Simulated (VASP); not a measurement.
The system is ScTa3F.

```
CELL_PARAMETERS angstrom
3.90786 0.00000 0.00000
0.00000 3.90786 0.00000
0.00000 0.00000 4.95061
ATOMIC_POSITIONS crystal
Sc 0.00000 0.00000 0.00000
Ta 0.00000 0.50000 0.50000
Ta 0.50000 0.00000 0.50000
Ta 0.50000 0.50000 0.10760
F 0.50000 0.50000 0.66500
```

The cell was generated, and may not be a known phase.

- Program: VASP 6.6.1
- Task: relaxation of cell and atoms
- Functional: PBE
- Potentials or basis: VASP PAW PBE potentials, release 64 (Sc_sv, Ta_pv, F)
- Cutoff: 600 eV
- k mesh: 4 × 4 × 4
- Occupations: gaussian, width 0.1 eV
- Spin: no spin polarisation

At the start: pressure 35.4 GPa; volume 15.12 Å³/atom.

**Question.** Where does the relaxation end?

**Answer.** Over 18 steps the energy falls by 385.7 meV/atom and the volume is 18.45 Å³/atom (+22.0 %); space group P4mm (No. 99, to 0.1 Å) before and after.

Step by step:
| step | energy change (eV) | largest force (eV/Å) | pressure (GPa) | volume (Å³) |
| --- | --- | --- | --- | --- |
| 1 | 0.0000 | 3.2067 | 35.42 | 75.60 |
| 2 | 1.1212 | 1.7552 | -22.44 | 118.39 |
| 3 | -1.5228 | 1.0184 | -2.52 | 91.07 |
| 4 | -1.5320 | 0.9880 | -0.93 | 90.02 |
| 5 | -1.5325 | 0.9781 | -0.43 | 89.69 |
| 6 | -1.6631 | 0.7371 | -0.14 | 89.86 |
| 7 | -1.7967 | 0.3660 | 1.04 | 90.14 |
| 8 | -1.6649 | 1.1749 | 6.77 | 90.70 |
| 9 | -1.8132 | 0.5969 | 2.26 | 90.30 |
| 10 | -1.8823 | 0.3886 | 0.04 | 92.36 |
| 11 | -1.8969 | 0.2057 | -1.94 | 94.71 |
| 12 | -1.8992 | 0.2487 | -1.48 | 94.10 |
| 13 | -1.9182 | 0.2098 | 0.26 | 92.82 |
| 14 | -1.9191 | 0.2349 | 0.79 | 92.45 |
| 15 | -1.9254 | 0.1087 | -0.14 | 92.81 |
| 16 | -1.9254 | 0.1099 | -0.15 | 92.81 |
| 17 | -1.9267 | 0.0851 | -0.05 | 92.67 |
| 18 | -1.9287 | 0.0190 | 0.19 | 92.27 |

Final structure:
```cif
data_structure
_symmetry_space_group_name_H-M 'P 1'
_symmetry_Int_Tables_number 1
_cell_length_a 4.0526
_cell_length_b 4.0526
_cell_length_c 5.6182
_cell_angle_alpha 90.000
_cell_angle_beta 90.000
_cell_angle_gamma 90.000
_cell_volume 92.27
loop_
_atom_site_label
_atom_site_type_symbol
_atom_site_fract_x
_atom_site_fract_y
_atom_site_fract_z
_atom_site_occupancy
Sc1 Sc 0.00000 0.00000 0.03655 1
Ta1 Ta 0.00000 0.50000 0.46294 1
Ta2 Ta 0.50000 0.00000 0.46294 1
Ta3 Ta 0.50000 0.50000 0.10548 1
F1 F 0.50000 0.50000 0.70469 1
```

Caveat: the k points lie up to 0.39 Å⁻¹ apart in the final cell, too coarse for converged energies and pressures of a metal; the volume moved by over 15 % at a fixed basis, so the end points are rough; an odd number of electrons without spin polarisation forces a metal; a magnetic or distorted state may lie lower.
